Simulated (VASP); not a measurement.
Write the native input for VASP 6.6.1 that does the following.

* Task: relaxation of cell and atoms
* Functional: LDA
* Potentials or basis: VASP PAW LDA potentials, release 64 (C)
* Cutoff: 600 eV
* k mesh: 10 × 10 × 10
* Occupations: methfessel-paxton, width 0.05 eV
* Spin: no spin polarisation
* Target pressure: 30 GPa
* Dipole correction: no
* Further INCAR settings: ALGO = Normal; EDIFF = 1e-07; IBRION = 2; EDIFFG = -0.03; NSW = 80; ISIF = 3

The structure of C lies in POSCAR:

```
C
1.0
    0.0000000000      2.0600000000      2.0600000000
    2.0600000000      0.0000000000      2.0600000000
    2.0600000000      2.0600000000      0.0000000000
C
2
Direct
    1.0000000000      1.0000000000      1.0000000000
    0.2500000000      0.2500000000      0.2500000000
```

The input as run:

INCAR

```
PREC = Accurate
ENCUT = 600
EDIFF = 1E-7
ISMEAR = 1
SIGMA = 0.05
LREAL = F
LASPH = T
NELM = 120
ALGO = Normal
ISIF = 3
LWAVE = F
LCHARG = F
GGA = CA
IBRION = 2
NSW = 80
EDIFFG = -0.03
PSTRESS = 300.0
GGA_COMPAT = F
NELMIN = 4
```

KPOINTS

```
regular mesh
0
Gamma
  10 10 10
```

Potentials or basis: VASP PAW LDA potentials, release 64 (C).

Command:

```console
$ cat potpaw_LDA.64/C/POTCAR > POTCAR
$ mpirun -np 1 vasp_std > vasp.out
```

Results of the run:

The relaxed volume is 5.20 Å³/atom. The relaxed cell is a = 2.450 Å, b = 2.450 Å, c = 2.450 Å, α = 60.00°, β = 60.00°, γ = 60.00°. The space group after relaxing (to 0.1 Å) is Fd-3m (No. 227) and the energy change on relaxing (the run minimises the enthalpy) is -1273.5 meV/atom. The ionic steps are 5 and the pressure after relaxing is 30.7 GPa. The band gap on the k mesh is 4.34 eV (least direct gap 5.79 eV).

Caveat: the cell is relaxed towards a set pressure, so the run minimises the enthalpy, not the energy; the volume moved by over 15 % at a fixed basis, so the end points are rough.

Wall time 13 s on 1 thread of Intel(R) Xeon(R) Platinum 8259CL CPU @ 2.50GHz (Skylake/Cascade Lake) (shared host), peak memory 0.12 GiB.
